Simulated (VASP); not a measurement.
Crystal: Nd3BeCl.

```
Nd Be Cl
1.0
     5.65915    0.00000    0.00000
     0.00000    5.65915    0.00000
     0.00000    0.00000    5.44026
Nd Be Cl
3 1 1
Direct
  0.50000 0.00000 0.50000
  0.00000 0.50000 0.50000
  0.50000 0.50000 0.00000
  0.50000 0.50000 0.50000
  0.00000 0.00000 0.50000
```

The cell was built from a structure type or drawn by symmetry, and may not be a known phase.

* Program: VASP 6.6.1
* Task: relaxation of cell and atoms
* Functional: PBE
* Potentials or basis: VASP PAW PBE potentials, release 64 (Nd_3, Be, Cl), 4f in core
* Cutoff: 600 eV
* k mesh: 4 × 4 × 4
* Occupations: gaussian, width 0.1 eV
* Spin: no spin polarisation

At the start: pressure 0.5 GPa; volume 34.85 Å³/atom.

Task: Where does the relaxation end?

Result: Over 4 steps the energy falls by 2.2 meV/atom and the volume is 35.48 Å³/atom (+1.8 %); space group P4/mmm (No. 123, to 0.1 Å) before and after.

The path:
```csv
step,energy change (eV),largest force (eV/Å),pressure (GPa),volume (Å³)
1,0.0000,0.0000,0.50,174.23
2,-0.0099,0.0000,0.02,177.00
3,-0.0105,0.0000,-0.13,177.92
4,-0.0110,0.0000,0.02,177.38
```

Final structure:
```yaml
crystal:
  lattice:
    - [5.65959, 0.00000, 0.00000]
    - [0.00000, 5.65959, 0.00000]
    - [0.00000, 0.00000, 5.53788]
  atoms:
    - { symbol: Nd, position: [0.50000, 0.00000, 0.50000] }
    - { symbol: Nd, position: [0.00000, 0.50000, 0.50000] }
    - { symbol: Nd, position: [0.50000, 0.50000, 0.00000] }
    - { symbol: Be, position: [0.50000, 0.50000, 0.50000] }
    - { symbol: Cl, position: [0.00000, 0.00000, 0.50000] }
```

Caveat: the run has no spin polarisation, though such a crystal can be magnetic.
